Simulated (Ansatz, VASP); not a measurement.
## C in VASP and in Ansatz

```
C
1.0
     1.78014   -1.78014    0.00000
     1.78014    0.00000   -1.78014
     8.90071    6.23050    6.23050
C
12
Cartesian
  4.3022 0.7420 0.7420
  0.7420 0.7420 0.7420
  4.3022 2.5221 2.5221
  7.8625 4.3022 4.3022
  7.8625 2.5221 2.5221
  7.8625 6.0824 6.0824
  5.1923 1.6320 1.6320
  5.1923 -0.1481 -0.1481
  5.1923 3.4122 3.4122
  8.7526 5.1923 5.1923
  5.1923 5.1923 5.1923
  1.6320 -0.1481 -0.1481
```

Alike in both runs: task single point; functional r2SCAN; k mesh 10 × 10 × 2; occupations gaussian, width 0.05 eV; no spin polarisation.

|  | VASP | Ansatz |
| --- | --- | --- |
| version | VASP 6.6.1 | Ansatz 0.2.0 |
| potentials or method | VASP PAW PBE potentials, release 64 (C), cutoff 520 eV | scalar-relativistic, plane waves, PAW |
| valence electrons in the cell | 48 | 48 |

```csv
,VASP,Ansatz,Ansatz less VASP
gap on the k mesh at the Fermi level (eV),none,none,-
pressure (GPa),3.9,2.8,-1.09
"traceless stress, the component that is largest in VASP (GPa)",16.20,16.20,+0.004
rms of the force components (eV/Å),0.871,0.881,+0.0093
```

VASP's potentials were made for PBE, not for r2SCAN. Atom by atom the forces differ by 0.010 eV/Å (rms over components). A gap of «none» marks a metal or a gap that the smearing closes.
